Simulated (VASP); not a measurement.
Crystal: SiC.

```xyz
8
Lattice="3.0757 0.0000 0.0000 -1.5378 2.6636 0.0000 0.0000 0.0000 10.0706" Properties=species:S:1:pos:R:3 pbc="T T T"
Si    1.5378    0.8879    9.4447
Si    0.0000    1.7758    4.4094
Si    0.0000    0.0000    6.9275
Si    0.0000    0.0000    1.8922
C     1.5378    0.8879    7.5510
C     0.0000    1.7758    2.5157
C     0.0000    0.0000    5.0400
C     0.0000    0.0000    0.0046
```

| Quantity | Value |
| --- | --- |
| Program | VASP 6.6.1 |
| Task | relaxation of cell and atoms |
| Functional | PBE |
| Potentials or basis | VASP PAW PBE potentials, release 64 (Si, C) |
| Cutoff | 600 eV |
| k mesh | 12 × 12 × 4 |
| Occupations | gaussian, width 0.02 eV |
| Spin | no spin polarisation |

At the start: pressure 3.7 GPa; volume 10.31 Å³/atom.

Q: Where does the relaxation end?

A: Over 7 steps the energy falls by 2.0 meV/atom and the volume is 10.49 Å³/atom (+1.7 %); space group P6_3mc (No. 186, to 0.1 Å) before and after.

The path:
```csv
step,energy change (eV),largest force (eV/Å),pressure (GPa),volume (Å³)
1,0.0000,0.0055,3.72,82.50
2,0.0009,0.0173,-3.60,85.40
3,-0.0161,0.0065,0.00,83.91
4,-0.0161,0.0063,0.07,83.88
5,-0.0161,0.0043,0.07,83.89
6,-0.0161,0.0009,0.07,83.89
7,-0.0161,0.0003,0.04,83.90
```

Final structure:
```
Si C
1.0
     3.09310    0.00000    0.00000
    -1.54655    2.67870    0.00000
     0.00000    0.00000   10.12609
Si C
4 4
Direct
  0.66667 0.33333 0.93785
  0.33333 0.66667 0.43785
  0.00000 0.00000 0.68790
  0.00000 0.00000 0.18790
  0.66667 0.33333 0.74981
  0.33333 0.66667 0.24981
  0.00000 0.00000 0.50045
  0.00000 0.00000 0.00045
```
